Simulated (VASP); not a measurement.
# Pt (P-3m1) in VASP: notebook, part 2 of 2

VASP 6.6.1. Earlier steps stand in the parts before.

### Step 4. Single point, PBEsol (the distance across one plane changed)

Contents of INCAR:

```
SYSTEM = Pt
  ALGO = Fast
  EDIFF = 1E-6
  ENCUT = 520
  GGA = PS
  ISIF = 2
  ISMEAR = 0
  LASPH = .TRUE.
  LCHARG = .FALSE.
  LREAL = .FALSE.
  LWAVE = .FALSE.
  NBANDS = 39
  NELM = 80
  PREC = Accurate
  SIGMA = 0.15
```

Contents of KPOINTS:

```
k-points
0
G
  19 19 4
  0 0 0
```

Contents of POSCAR:

```
Pt
1.0
    1.9579000000     -1.9579000000      0.0000000000
    1.9579000000      0.0000000000     -1.9579000000
    8.9863005384      8.9863005384      8.9863005384
Pt
6
Direct
    0.6666666667      0.6666666667      0.0726108373
    0.0000000000      0.0000000000      0.7988644614
    0.3333333333      0.3333333333      0.2178615622
    0.6666666667      0.6666666667      0.5083630118
    0.0000000000      0.0000000000      0.3631122870
    0.3333333333      0.3333333333      0.6536137366
```

Potentials or basis: VASP PAW PBE potentials, release 64 (Pt).

On the command line:

```
cat potpaw_PBE.64/Pt/POTCAR > POTCAR
mpirun -np 1 vasp_std > vasp.out
```

OUTCAR:

```text
SYSTEM = Pt
   EDIFF = 1E-6
   ENCUT = 520
   GGA = PS
   ISIF = 2
   ISMEAR = 0
   LASPH = .TRUE.
   LREAL = .FALSE.
   NELM = 80
   PREC = Accurate

 ion  position               nearest neighbor table
   1  0.667  0.667  0.073-   3 2.77   3 2.77   3 2.77
   2  0.000  0.000  0.799-   6 2.77   6 2.77   6 2.77
   3  0.333  0.333  0.218-   5 2.77   5 2.77   5 2.77   1 2.77   1 2.77   1 2.77
   4  0.667  0.667  0.508-   6 2.77   6 2.77   5 2.77   5 2.77   5 2.77   6 2.77
   5  0.000  0.000  0.363-   3 2.77   4 2.77   4 2.77   4 2.77   3 2.77   3 2.77
   6  0.333  0.333  0.654-   2 2.77   4 2.77   4 2.77   2 2.77   2 2.77   4 2.77

  LATTYP: Found a hexagonal cell.
 ALAT       =     2.7688887338
 C/A-ratio  =     5.6212909225

  Lattice vectors:

 A1 = (  -1.9579000000,   0.0000000000,   1.9579000000)
 A2 = (   1.9579000000,  -1.9579000000,   0.0000000000)
 A3 = (   8.9863005384,   8.9863005384,   8.9863005384)

Analysis of symmetry for initial positions (statically):
=====================================================================
 Subroutine PRICEL returns:
 Original cell was already a primitive cell.

 Routine SETGRP: Setting up the symmetry group for a
 hexagonal supercell.

 Subroutine GETGRP returns: Found 12 space group operations
 (whereof  6 operations were pure point group operations)
 out of a pool of 24 trial point group operations.

The static configuration has the point symmetry C_3v.
 The point group associated with its full space group is D_3d.

Analysis of symmetry for dynamics (positions and initial velocities):
=====================================================================
 Subroutine PRICEL returns:
 Original cell was already a primitive cell.

 Routine SETGRP: Setting up the symmetry group for a
 hexagonal supercell.

 Subroutine GETGRP returns: Found 12 space group operations
 (whereof  6 operations were pure point group operations)
 out of a pool of 24 trial point group operations.

The dynamic configuration has the point symmetry C_3v.
 The point group associated with its full space group is D_3d.

 Subroutine INISYM returns: Found 12 space group operations
 (whereof  6 operations are pure point group operations),
 and found     1 'primitive' translations

----------------------------------------------------------------------------------------

                                     Primitive cell

  volume of cell :     103.3435

  direct lattice vectors                    reciprocal lattice vectors
     1.957900000 -1.957900000  0.000000000     0.170250438 -0.340500877  0.170250438
     1.957900000  0.000000000 -1.957900000     0.170250438  0.170250438 -0.340500877
     8.986300538  8.986300538  8.986300538     0.037093499  0.037093499  0.037093499

  length of vectors
     2.768888734  2.768888734 15.564729105     0.417026703  0.417026703  0.064247826

  position of ions in fractional coordinates (direct lattice)
     0.666666667  0.666666667  0.072610837
     0.000000000  0.000000000  0.798864461
     0.333333333  0.333333333  0.217861562
     0.666666667  0.666666667  0.508363012
     0.000000000  0.000000000  0.363112287
     0.333333333  0.333333333  0.653613737

  ion indices of the primitive-cell ions
[... 27 lines left out ...]
     0.000000000  0.000000000  0.000000000

 Subroutine IBZKPT returns following result:
 ===========================================

 Found    150 irreducible k-points:

 Following reciprocal coordinates:
            Coordinates               Weight
  0.000000  0.000000  0.000000      1.000000
  0.052632  0.000000  0.000000      6.000000
  0.105263  0.000000  0.000000      6.000000
  0.157895  0.000000  0.000000      6.000000
  0.210526  0.000000  0.000000      6.000000
  0.263158  0.000000  0.000000      6.000000
[... 16 lines left out ...]
  0.368421  0.105263 -0.000000     12.000000
  0.421053  0.105263  0.000000     12.000000
 [... further k-points ...]
   k-points           NKPTS =    150   k-points in BZ     NKDIM =    150   number of bands    NBANDS=     39
   number of dos      NEDOS =    301   number of ions     NIONS =      6
   total plane-waves  NPLWV =  69120
   dimension x,y,z NGX =    24 NGY =   24 NGZ =  120
   dimension x,y,z NGXF=    48 NGYF=   48 NGZF=  240
   ions per type =               6
   NGX,Y,Z   is equivalent  to a cutoff of  14.41, 14.41, 12.82 a.u.
   NGXF,Y,Z  is equivalent  to a cutoff of  28.82, 28.82, 25.63 a.u.
 SYSTEM =  Pt
   PREC   = accura    normal or accurate (medium, high low for compatibility)
   ISTART =      0    job   : 0-new  1-cont  2-samecut
   ICHARG =      2    charge: 1-file 2-atom 10-const
   ISPIN  =      1    spin polarized calculation?
   LNONCOLLINEAR =      F non collinear calculations
   LSORBIT =      F    spin-orbit coupling
   LASPH  =      T    aspherical Exc in radial PAW
   ENCUT  =  520.0 eV  38.22 Ry    6.18 a.u.   5.15  5.15 28.94*2*pi/ulx,y,z
   NELM   =     80;   NELMIN=  2; NELMDL= -5     # of ELM steps
   EDIFF  = 0.1E-05   stopping-criterion for ELM
   LREAL  =      F    real-space projection
[... 7 lines left out ...]
   TEBEG  =    0.0;   TEEND  =   0.0 temperature during run
   PSTRESS=    0.0 pullay stress
   NELECT =      60.0000    total number of electrons
   NUPDOWN=      -1.0000    fix difference up-down
   EMIN   =  10.00;   EMAX   =-10.00  energy-range for DOS
   EFERMI =   0.00;   METHOD = LEGACY
   ISMEAR =     0;   SIGMA  =   0.15  broadening in eV -4-tet -1-fermi 0-gaus
   EFERMI_NEDOS =   21; number of points for ismear=-14 and -15
   IALGO  =     68    algorithm
   IMIX   =      4    mixing-type and parameters
     AMIX     =   0.40;   BMIX     =  1.00
     AMIX_MAG =   1.60;   BMIX_MAG =  1.00
  volume/ion in A,a.u.               =      17.22       116.23
  Fermi-wavevector in a.u.,A,eV,Ry     =   1.365728  2.580851 25.377759  1.865213
  Thomas-Fermi vector in A             =   2.491931
   LORBIT       =      0    0 simple, 1 ext, 2 COOP (PROOUT), +10 PAW based schemes
   GGA     = PS    functional components
   LHFCALC =     F    Hartree Fock is set to
   AEXX    =    0.0000 exact exchange contribution
   IVDW    =     0    specifies the selected vdW correction
   LEPSILON=     F    determine dielectric tensor
   LRPA    =     F    only Hartree local field effects (RPA)
 non-spin polarized calculation
 RMM-DIIS sequential band-by-band and
 Gauss-broadening in eV      SIGMA  =   0.15
  energy-cutoff  :      520.00
  volume of cell :      103.34
 maximum number of plane-waves:      2806
 NGX is ok and might be reduce to    24
   NGX = 11   NGY = 11   NGZ = 57

 number of electron      60.0000004 magnetization

 Free energy of the ion-electron system (eV)
  ---------------------------------------------------
  ext. energy  EPLUGINS =         0.00000000
  ---------------------------------------------------
  free energy    TOTEN  =       -40.40702330 eV

  energy without entropy =      -40.26694876  energy(sigma->0) =      -40.33698603

 E-fermi :   8.8939     XC(G=0): -12.5709

 val. band max:        8.8937140084   @ k =   0.2632   0.0526   0.5000
 cond. band min:       8.8944205821   @ k =   0.4737   0.0526   0.5000
 fundamental gap:      0.0007065737
 Fermi energy:         8.8938935620

 k-point     1 :       0.0000    0.0000    0.0000
  band No.  band energies     occupation
      1      -1.1798      2.00000
      2      -0.4137      2.00000
      3       0.5187      2.00000
      4       1.3072      2.00000
      5       1.7098      2.00000
      6       1.7127      2.00000
[... 997 lines left out ...]
     38      16.4998      0.00000
     39      17.3948      0.00000

 [... further k-points ...]

------------------------ aborting loop because EDIFF is reached ----------------------------------------

  FORCE on cell =-STRESS in cart. coord.  units (eV):
  Direction    XX          YY          ZZ          XY          YZ          ZX
  --------------------------------------------------------------------------------------
  -------------------------------------------------------------------------------------
  Total       -3.2867937     -3.2867937     -3.2867937      1.1872169      1.1872169      1.1872169
  in kB      -50.9565271    -50.9565271    -50.9565271     18.4059163     18.4059163     18.4059163
  external PRESSURE =     -50.9565271 kB  Pullay stress =       0.0000000 kB

 VOLUME and BASIS-vectors are now :
 -----------------------------------------------------------------------------
  energy-cutoff  :      520.00
  volume of cell :      103.34
      direct lattice vectors                 reciprocal lattice vectors
     1.957900000 -1.957900000  0.000000000     0.170250438 -0.340500877  0.170250438
     1.957900000  0.000000000 -1.957900000     0.170250438  0.170250438 -0.340500877
     8.986300538  8.986300538  8.986300538     0.037093499  0.037093499  0.037093499

 POSITION                                       TOTAL-FORCE (eV/Angst)
 -----------------------------------------------------------------------------------
      3.26304     -0.65276     -0.65276        -0.161876     -0.161876     -0.161876
      7.17884      7.17884      7.17884         0.161876      0.161876      0.161876
      3.26304      1.30514      1.30514         0.105925      0.105925      0.105925
      7.17884      3.26304      3.26304        -0.002853     -0.002853     -0.002853
      3.26304      3.26304      3.26304         0.002853      0.002853      0.002853
      7.17884      5.22094      5.22094        -0.105925     -0.105925     -0.105925
 -----------------------------------------------------------------------------------
    total drift:                               -0.000007     -0.000007     -0.000007

  FREE ENERGIE OF THE ION-ELECTRON SYSTEM (eV)
  ---------------------------------------------------
  free  energy   TOTEN  =       -40.4070232981 eV

  energy  without entropy=      -40.2669487606  energy(sigma->0) =      -40.33698603
```

OSZICAR:

```text
N       E                     dE             d eps       ncg     rms          rms(c)
DAV:   1     0.376526042454E+03    0.37653E+03   -0.30630E+04 11700   0.147E+03
DAV:   2    -0.308610341851E+02   -0.40739E+03   -0.38400E+03 12880   0.322E+02
DAV:   3    -0.430629696281E+02   -0.12202E+02   -0.11835E+02 13342   0.543E+01
DAV:   4    -0.432198180718E+02   -0.15685E+00   -0.15652E+00 13296   0.599E+00
DAV:   5    -0.432233368198E+02   -0.35187E-02   -0.35177E-02 13707   0.896E-01    0.301E+01
RMM:   6    -0.439203145175E+02   -0.69698E+00   -0.61629E+00 12458   0.128E+01    0.258E+01
RMM:   7    -0.468026155443E+02   -0.28823E+01   -0.53819E+00 12988   0.895E+00    0.236E+01
RMM:   8    -0.451168081658E+02    0.16858E+01   -0.47781E+00 12995   0.959E+00    0.176E+01
RMM:   9    -0.408629752585E+02    0.42538E+01   -0.20394E+00 12245   0.643E+00    0.590E+00
RMM:  10    -0.404724127284E+02    0.39056E+00   -0.78296E-01 12610   0.337E+00    0.381E+00
RMM:  11    -0.404214744027E+02    0.50938E-01   -0.71081E-02 12094   0.128E+00    0.156E+00
RMM:  12    -0.404090893261E+02    0.12385E-01   -0.25962E-02 12645   0.760E-01    0.650E-01
RMM:  13    -0.404094700191E+02   -0.38069E-03   -0.37276E-03 12786   0.228E-01    0.556E-01
RMM:  14    -0.404071873781E+02    0.22826E-02   -0.17860E-03 12793   0.152E-01    0.186E-01
RMM:  15    -0.404070443627E+02    0.14302E-03   -0.30339E-04 13116   0.555E-02    0.793E-02
RMM:  16    -0.404070487669E+02   -0.44041E-05   -0.57609E-05 13211   0.254E-02    0.696E-02
RMM:  17    -0.404070233993E+02    0.25368E-04   -0.21601E-05 12788   0.171E-02    0.153E-02
RMM:  18    -0.404070232981E+02    0.10122E-06   -0.49060E-06  9915   0.842E-03
   1 F= -.40407023E+02 E0= -.40336986E+02  d E =-.140075E+00
```

It took 17 min on 1 thread of Oxide Virtual Turin-like, shared host; peak memory 0.51 GiB.

What came out:

```
Free energy            : -40.4070 eV
Pressure               : -5.1 GPa
Largest force          : 0.280 eV/Å
Band gap on the k mesh : zero (bands 30 and 31 overlap by 1.53 eV)
```

Forces on the atoms (eV/Å):
```
Pt  -0.162 -0.162 -0.162
Pt   0.162  0.162  0.162
Pt   0.106  0.106  0.106
Pt  -0.003 -0.003 -0.003
Pt   0.003  0.003  0.003
Pt  -0.106 -0.106 -0.106
```

Stress tensor (GPa, compression positive):
```
-5.10  1.84  1.84
 1.84 -5.10  1.84
 1.84  1.84 -5.10
```

Caveat: the cell differs from its parent crystal (the distance across one plane changed); the cell stands under tension; the PAW data sets were made with another functional, which shifts forces and pressure a little; spin-orbit coupling is left out, which moves the levels of the heavy elements.

### Step 5. Summary

```csv
cell,gap on the mesh (eV),pressure (GPa),largest force (eV/Å)
"a = 2.769, b = 2.769, c = 13.265 Å, angles 90.0, 90.0, 60.0°, 6 atoms",none,10.1,3.47
"a = 2.769, b = 2.769, c = 15.065 Å, angles 90.0, 90.0, 60.0°, 6 atoms",none,-5.5,0.50
"a = 2.769, b = 2.769, c = 15.565 Å, angles 90.0, 90.0, 60.0°, 6 atoms",none,-5.1,0.28
```

Alike in all rows: task single point; level PBEsol; potentials or basis VASP PAW PBE potentials, release 64 (Pt); no spin polarisation; k mesh 19 × 19 × 4; cutoff (eV) 520; smearing gaussian 0.15 eV.

Caveats: the PAW data sets were made with another functional, which shifts forces and pressure a little; spin-orbit coupling is left out, which moves the levels of the heavy elements; the cell stands under tension (at least some runs); the cell stands under pressure (at least some runs).

Absolute energies hang on the potentials; compare differences alone.
